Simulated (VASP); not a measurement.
# Li3Al in VASP: single point with LDA

Aim: the single point of Li3Al with LDA.

Everything below comes from runs of VASP 6.6.1. Logs are shortened: lines on timing, memory, paths and dates and some standing lists are left out, and cuts for length are marked.

## (1) The cell of the first run

The cell holds a slab with vacuum, 16 atoms: a = 5.520 Å, b = 5.167 Å, c = 22.999 Å, α = 90.00°, β = 90.00°, γ = 90.00°.

## (2) Single point, LDA

INCAR reads:

```
SYSTEM = Li3Al
PREC = Accurate ; ENCUT = 520
EDIFF = 1E-6 ; ISMEAR = -1
SIGMA = 0.1 ; LREAL = Auto
LASPH = .TRUE. ; NELM = 100
ALGO = Normal ; ISIF = 2
LWAVE = .FALSE. ; LCHARG = .TRUE.
LDIPOL = .TRUE. ; IDIPOL = 3
DIPOL = 0.5 0.5 0.500 ; LELF = .TRUE.
LVHAR = .TRUE. ; LVACPOTAV = .TRUE.
NBANDS = 38
```

KPOINTS reads:

```
Automatic mesh
0
G
  3 4 1
  0 0 0
```

POSCAR reads:

```
Li3Al
1.0
    5.5197104650      0.0000000000      0.0000000000
    0.0000000000      5.1665460332      0.0000000000
    0.0000000000      0.0000000000     22.9993132321
Li Al
12 4
Direct
    0.7500000000      0.5000000000      0.3478364732
    0.2500000000      0.5000000000      0.3478364732
    0.5000000000      0.0000000000      0.3478364732
    0.2500000000      0.2146538632      0.4492788244
    0.7500000000      0.2146538632      0.4492788244
    1.0000000000      0.7146538632      0.4492788244
    0.7500000000      0.9293077263      0.5507211756
    0.2500000000      0.9293077263      0.5507211756
    0.5000000000      0.4293077263      0.5507211756
    0.2500000000      0.6439615895      0.6521635268
    0.7500000000      0.6439615895      0.6521635268
    1.0000000000      0.1439615895      0.6521635268
    0.0000000000      0.0000000000      0.3478364732
    0.5000000000      0.7146538632      0.4492788244
    1.0000000000      0.4293077263      0.5507211756
    0.5000000000      0.1439615895      0.6521635268
```

Potentials or basis: VASP PAW LDA potentials, release 64 (Li_sv, Al).

The run is started by

```bash
> cat potpaw_LDA.64/Li_sv/POTCAR potpaw_LDA.64/Al/POTCAR > POTCAR
> mpirun -np 1 vasp_std > vasp.out
```

OUTCAR:

```text
SYSTEM = Li3Al
   PREC = Accurate
   ENCUT = 520
   EDIFF = 1E-6
   ISMEAR = -1
   LREAL = Auto
   LASPH = .TRUE.
   NELM = 100
   ISIF = 2

 ion  position               nearest neighbor table
   1  0.750  0.500  0.348-  14 2.93  13 2.93  13 2.93
   2  0.250  0.500  0.348-  14 2.93  13 2.93  13 2.93
   3  0.500  0.000  0.348-  14 2.76  13 2.76  13 2.76
   4  0.250  0.215  0.449-  15 2.93  13 2.93  14 2.93  14 2.93
   5  0.750  0.215  0.449-  15 2.93  13 2.93  14 2.93  14 2.93
   6  0.000  0.715  0.449-  13 2.76  15 2.76  14 2.76  14 2.76
   7  0.750  0.929  0.551-  14 2.93  16 2.93  15 2.93  15 2.93
   8  0.250  0.929  0.551-  14 2.93  16 2.93  15 2.93  15 2.93
   9  0.500  0.429  0.551-  16 2.76  14 2.76  15 2.76  15 2.76
  10  0.250  0.644  0.652-  15 2.93  16 2.93  16 2.93
  11  0.750  0.644  0.652-  15 2.93  16 2.93  16 2.93
  12  0.000  0.144  0.652-  15 2.76  16 2.76  16 2.76
  13  0.000  0.000  0.348-   6 2.76   3 2.76   3 2.76   4 2.93   5 2.93   2 2.93   1 2.93   2 2.93
                             1 2.93
  14  0.500  0.715  0.449-   3 2.76   9 2.76   6 2.76   6 2.76   7 2.93   8 2.93   1 2.93   2 2.93
                             5 2.93   4 2.93   5 2.93   4 2.93
  15  0.000  0.429  0.551-  12 2.76   6 2.76   9 2.76   9 2.76   4 2.93   5 2.93  10 2.93  11 2.93
                             8 2.93   7 2.93   8 2.93   7 2.93
  16  0.500  0.144  0.652-   9 2.76  12 2.76  12 2.76   8 2.93   7 2.93  10 2.93  10 2.93  11 2.93
                            11 2.93

  LATTYP: Found a simple orthorhombic cell.
 ALAT       =     5.1665460332
 B/A-ratio  =     1.0683560022
 C/A-ratio  =     4.4515839178

  Lattice vectors:

 A1 = (   0.0000000000,  -5.1665460332,   0.0000000000)
 A2 = (   5.5197104650,   0.0000000000,   0.0000000000)
 A3 = (   0.0000000000,   0.0000000000,  22.9993132321)

Analysis of symmetry for initial positions (statically):
=====================================================================
 Subroutine PRICEL returns:
 Original cell was already a primitive cell.

 Routine SETGRP: Setting up the symmetry group for a
 simple orthorhombic supercell.

 Subroutine GETGRP returns: Found  4 space group operations
 (whereof  2 operations were pure point group operations)
 out of a pool of  8 trial point group operations.

The static configuration has the point symmetry C_1h.
 The point group associated with its full space group is C_2h.

Analysis of symmetry for dynamics (positions and initial velocities):
=====================================================================
 Subroutine PRICEL returns:
 Original cell was already a primitive cell.

 Routine SETGRP: Setting up the symmetry group for a
 simple orthorhombic supercell.

 Subroutine GETGRP returns: Found  4 space group operations
 (whereof  2 operations were pure point group operations)
 out of a pool of  8 trial point group operations.

The dynamic configuration has the point symmetry C_1h.
 The point group associated with its full space group is C_2h.

 Subroutine INISYM returns: Found  4 space group operations
 (whereof  2 operations are pure point group operations),
 and found     1 'primitive' translations

----------------------------------------------------------------------------------------

                                     Primitive cell

  volume of cell :     655.8907

  direct lattice vectors                    reciprocal lattice vectors
     5.519710465  0.000000000  0.000000000     0.181168923  0.000000000  0.000000000
     0.000000000  5.166546033  0.000000000     0.000000000  0.193552906  0.000000000
     0.000000000  0.000000000 22.999313232     0.000000000  0.000000000  0.043479559

  length of vectors
     5.519710465  5.166546033 22.999313232     0.181168923  0.193552906  0.043479559

  position of ions in fractional coordinates (direct lattice)
     0.750000000  0.500000000  0.347836473
     0.250000000  0.500000000  0.347836473
     0.500000000  0.000000000  0.347836473
     0.250000000  0.214653863  0.449278824
     0.750000000  0.214653863  0.449278824
     0.000000000  0.714653863  0.449278824
[... 8 lines left out ...]
     0.000000000  0.429307726  0.550721176
     0.500000000  0.143961590  0.652163527

  ion indices of the primitive-cell ions
   primitive index   ion index
                 1           1
                 2           2
                 3           3
                 4           4
                 5           5
                 6           6
[... 8 lines left out ...]
                15          15
                16          16

----------------------------------------------------------------------------------------

 KPOINTS: Automatic mesh

Automatic generation of k-mesh.
 Grid dimensions read from file:
 generate k-points for:    3    4    1

 Generating k-lattice:

  Cartesian coordinates                     Fractional coordinates (reciprocal lattice)
     0.060389641  0.000000000  0.000000000     0.333333333  0.000000000  0.000000000
     0.000000000  0.048388227  0.000000000     0.000000000  0.250000000  0.000000000
     0.000000000  0.000000000  0.043479559     0.000000000  0.000000000  1.000000000

  Length of vectors
     0.060389641  0.048388227  0.043479559

  Shift w.r.t. Gamma in fractional coordinates (k-lattice)
     0.000000000  0.000000000  0.000000000

 Subroutine IBZKPT returns following result:
 ===========================================

 Found      6 irreducible k-points:

 Following reciprocal coordinates:
            Coordinates               Weight
  0.000000  0.000000  0.000000      1.000000
  0.333333  0.000000  0.000000      2.000000
  0.000000  0.250000  0.000000      2.000000
  0.333333  0.250000  0.000000      4.000000
  0.000000  0.500000  0.000000      1.000000
  0.333333  0.500000  0.000000      2.000000
   k-points           NKPTS =      6   k-points in BZ     NKDIM =      6   number of bands    NBANDS=     38
   number of dos      NEDOS =    301   number of ions     NIONS =     16
   total plane-waves  NPLWV = 302400
   dimension x,y,z NGX =    42 NGY =   40 NGZ =  180
   dimension x,y,z NGXF=    84 NGYF=   80 NGZF=  360
   ions per type =              12   4
   NGX,Y,Z   is equivalent  to a cutoff of  12.65, 12.87, 13.01 a.u.
   NGXF,Y,Z  is equivalent  to a cutoff of  25.30, 25.74, 26.02 a.u.
 SYSTEM =  Li3Al
   PREC   = accura    normal or accurate (medium, high low for compatibility)
   ISTART =      0    job   : 0-new  1-cont  2-samecut
   ICHARG =      2    charge: 1-file 2-atom 10-const
   ISPIN  =      1    spin polarized calculation?
   LNONCOLLINEAR =      F non collinear calculations
   LSORBIT =      F    spin-orbit coupling
   LASPH  =      T    aspherical Exc in radial PAW
   ENCUT  =  520.0 eV  38.22 Ry    6.18 a.u.  10.26  9.61 42.76*2*pi/ulx,y,z
   NELM   =    100;   NELMIN=  2; NELMDL= -5     # of ELM steps
   EDIFF  = 0.1E-05   stopping-criterion for ELM
   LREAL  =      T    real-space projection
   EDIFFG = 0.1E-04   stopping-criterion for IOM
   NSW    =      0    number of steps for IOM
   IBRION =     -1    ionic relax: 0-MD 1-quasi-New 2-CG
   NFREE  =      0    steps in history (QN), initial steepest desc. (CG)
   ISIF   =      2    stress and relaxation
   ISYM   =      2    0-nonsym 1-usesym 2-fastsym
   POTIM  = 0.5000    time-step for ionic-motion
   TEBEG  =    0.0;   TEEND  =   0.0 temperature during run
   PSTRESS=    0.0 pullay stress
   NELECT =      48.0000    total number of electrons
   NUPDOWN=      -1.0000    fix difference up-down
   EMIN   =  10.00;   EMAX   =-10.00  energy-range for DOS
   EFERMI =   0.00;   METHOD = LEGACY
   ISMEAR =    -1;   SIGMA  =   0.10  broadening in eV -4-tet -1-fermi 0-gaus
   EFERMI_NEDOS =   21; number of points for ismear=-14 and -15
   IALGO  =     38    algorithm
   IMIX   =      4    mixing-type and parameters
     AMIX     =   0.40;   BMIX     =  1.00
     AMIX_MAG =   1.60;   BMIX_MAG =  1.00
  volume/ion in A,a.u.               =      40.99       276.64
  Fermi-wavevector in a.u.,A,eV,Ry     =   0.684770  1.294028  6.379908  0.468910
  Thomas-Fermi vector in A             =   1.764519
   LORBIT       =      0    0 simple, 1 ext, 2 COOP (PROOUT), +10 PAW based schemes
   GGA     = CA    functional components
   LHFCALC =     F    Hartree Fock is set to
   AEXX    =    0.0000 exact exchange contribution
   IVDW    =     0    specifies the selected vdW correction
   LEPSILON=     F    determine dielectric tensor
   LRPA    =     F    only Hartree local field effects (RPA)
 non-spin polarized calculation
  energy-cutoff  :      520.00
  volume of cell :      655.89
 maximum number of plane-waves:     17688
 NGX is ok and might be reduce to    42
   NGX = 21   NGY = 19   NGZ = 85

 dipolmoment           0.000000      0.000000      0.000000 electrons x Angstroem

 number of electron      47.9999943 magnetization

 dipolmoment           0.000000      0.000000     -0.000001 electrons x Angstroem

 Free energy of the ion-electron system (eV)
  ---------------------------------------------------
  ext. energy  EPLUGINS =         0.00000000
  ---------------------------------------------------
  free energy    TOTEN  =       -39.99247330 eV

  energy without entropy =      -39.74558944  energy(sigma->0) =      -39.86903137

 E-fermi :  -1.2440     XC(G=0):  -4.1878

 val. band max:       -1.2953371377   @ k =   0.3333   0.5000   0.0000
 cond. band min:      -1.2077536544   @ k =   0.0000   0.5000   0.0000
 fundamental gap:      0.0875834832
 Fermi energy:        -1.2440198513

 k-point     1 :       0.0000    0.0000    0.0000
  band No.  band energies     occupation
      1     -46.7563      2.00000
      2     -46.7563      2.00000
      3     -46.7351      2.00000
      4     -46.7351      2.00000
      5     -46.6504      2.00000
      6     -46.6504      2.00000
[... 28 lines left out ...]
     35       2.0651      0.00000
     36       2.2840      0.00000
[... 163 lines left out ...]
      5     -46.6510      2.00000
      6     -46.6510      2.00000
[... 28 lines left out ...]
     35       2.7075      0.00000
     36       2.7450      0.00000
 [bands above 36 left out]

------------------------ aborting loop because EDIFF is reached ----------------------------------------

  FORCE on cell =-STRESS in cart. coord.  units (eV):
  Direction    XX          YY          ZZ          XY          YZ          ZX
  --------------------------------------------------------------------------------------
  -------------------------------------------------------------------------------------
  Total       -1.8079368     -2.6205552     -3.1254601      0.0000000     -0.6048081      0.0000000
  in kB       -4.4163387     -6.4013626     -7.6347193      0.0000000     -1.4773953      0.0000000
  external PRESSURE =      -6.1508069 kB  Pullay stress =       0.0000000 kB

 VOLUME and BASIS-vectors are now :
 -----------------------------------------------------------------------------
  energy-cutoff  :      520.00
  volume of cell :      655.89
      direct lattice vectors                 reciprocal lattice vectors
     5.519710465  0.000000000  0.000000000     0.181168923  0.000000000  0.000000000
     0.000000000  5.166546033  0.000000000     0.000000000  0.193552906  0.000000000
     0.000000000  0.000000000 22.999313232     0.000000000  0.000000000  0.043479559

 POSITION                                       TOTAL-FORCE (eV/Angst)
 -----------------------------------------------------------------------------------
      4.13978      2.58327      8.00000         0.259958      0.072847      0.013041
      1.37993      2.58327      8.00000        -0.259958      0.072847      0.013041
      2.75986      0.00000      8.00000         0.000000     -0.075942      0.047631
      1.37993      1.10902     10.33310         0.062071      0.033263      0.000749
      4.13978      1.10902     10.33310        -0.062071      0.033263      0.000749
      0.00000      3.69229     10.33310         0.000000     -0.052163      0.009611
[... 8 lines left out ...]
      0.00000      2.21804     12.66621         0.000000     -0.057199      0.175046
      2.75986      0.74378     14.99931         0.000000      0.011358     -0.403646
 -----------------------------------------------------------------------------------
    total drift:                                0.000000      0.000026     -0.000030

  FREE ENERGIE OF THE ION-ELECTRON SYSTEM (eV)
  ---------------------------------------------------
  free  energy   TOTEN  =       -39.9924733000 eV

  energy  without entropy=      -39.7455894407  energy(sigma->0) =      -39.86903137

 vacuum level on the upper side and lower side of the slab         2.766         2.766
```

It took 2.5 min on 1 thread of Intel Xeon 6975P-C (Granite Rapids), shared host; peak memory 0.5 GiB.

What came out:

```yaml
Free_energy: -39.9925 eV
Largest_force: 0.404 eV/Å
Band_gap_on_the_k_mesh: zero (band 24 reaches -1.20 eV, above the bottom of band 25 at -1.37 eV)
```

Forces on the atoms (eV/Å):
```
Li   0.260  0.073  0.013
Li  -0.260  0.073  0.013
Li   0.000 -0.076  0.048
Li   0.062  0.033  0.001
Li  -0.062  0.033  0.001
Li   0.000 -0.052  0.010
Li   0.062 -0.033 -0.001
Li  -0.062 -0.033 -0.001
Li   0.000  0.052 -0.010
Li   0.260 -0.073 -0.013
Li  -0.260 -0.073 -0.013
Li   0.000  0.076 -0.048
Al   0.000 -0.011  0.404
Al   0.000  0.057 -0.175
Al   0.000 -0.057  0.175
Al   0.000  0.011 -0.404
```

Caveat: the k points lie up to 0.38 Å⁻¹ apart; the cutoff is under 1.25 times the usual one of these potentials, so pressure, stress and relaxed cells hold a basis-set (Pulay) error.
